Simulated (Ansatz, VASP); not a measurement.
## TaN: VASP beside Ansatz

INCAR

```
AGGAC = 1.0 ; AGGAX = 1.0
ALDAC = 0.0 ; ALDAX = 1.0
ALGO = Normal ; EDIFF = 1E-7
ENCUT = 520 ; GGA = B5
ISIF = 2 ; ISMEAR = 0
IVDW = 13 ; LASPH = T
LCHARG = F ; LREAL = F
LWAVE = F ; NBANDS = 15
NELM = 80 ; PREC = Accurate
SIGMA = 0.05 ; VDW_A1 = 0.44488865
VDW_A2 = 4.0933009 ; VDW_S6 = 1.0
VDW_S8 = 2.34076671
```

The input KPOINTS:

```
k-points
0
Gamma
  10 10 10
```

Contents of POSCAR:

```
TaN
1.0
    3.1272829800      0.0000000000      0.0000000000
    1.5636414900      2.7083065055      0.0000000000
    1.5636414900      0.9027688352      2.5534158608
Ta N
1 1
Direct
    0.4833460000      0.5231510000      0.5146630000
    0.9802460000      0.9989700000      0.9746690000
```

File input.yaml:

```yaml
crystal:
  lattice:
    - [3.12728298, 0.0, 0.0]
    - [1.56364149, 2.7083065055, 0.0]
    - [1.56364149, 0.9027688352, 2.5534158608]
  atoms:
    - { symbol: Ta, position: [0.483346, 0.523151, 0.514663] }
    - { symbol: "N", position: [0.980246, 0.99897, 0.974669] }
kpoints:
  mp_grid: { grid: [10, 10, 10] }
  band_path:
    path:
      - [0.0, 0.0, 0.0]
      - [0.5, 0.0, 0.5]
      - [0.5, 0.25, 0.75]
      - [0.375, 0.375, 0.75]
      - [0.0, 0.0, 0.0]
      - [0.5, 0.5, 0.5]
      - [0.625, 0.25, 0.625]
      - [0.5, 0.25, 0.75]
    npoints: 12
scf:
  occupations: { method: gaussian, width: 0.05 }
hamiltonian:
  xc: blyp
  dispersion: d4
  pseudopotentials: { kind: all_electron, lapw: { basis_error: 0.001 } }
output:
  forces: true
  stress: true
  eigenvalues: true
```

Change from the starting cell: atoms moved at random, drawn with an rms of 0.15 Å.

Alike in both runs: functional BLYP; dispersion D4; k mesh 10 × 10 × 10; occupations gaussian, width 0.05 eV; no spin polarisation.

|  | VASP | Ansatz |
| --- | --- | --- |
| version | VASP 6.6.1 | Ansatz 0.2.0 |
| potentials or method | VASP PAW PBE potentials, release 64 (Ta_pv, N), cutoff 520 eV | all-electron LAPW, scalar-relativistic |
| task | single point | band structure |

|  | VASP | Ansatz | Ansatz less VASP |
| --- | --- | --- | --- |
| gap on the k mesh at the Fermi level (eV) | none | none | - |
| pressure (GPa) | 7.4 | 5.3 | -2.02 |
| traceless stress, the component that is largest in VASP (GPa) | 2.26 | 2.20 | -0.055 |
| rms of the force components (eV/Å) | 0.911 | 0.885 | -0.0260 |

VASP's potentials were made for PBE, not for BLYP. Atom by atom the forces differ by 0.026 eV/Å (rms over components). A gap of «none» marks a metal or a gap that the smearing closes. Ansatz ran all-electron here, and VASP with PAW potentials.

Neither program's run includes spin-orbit coupling.
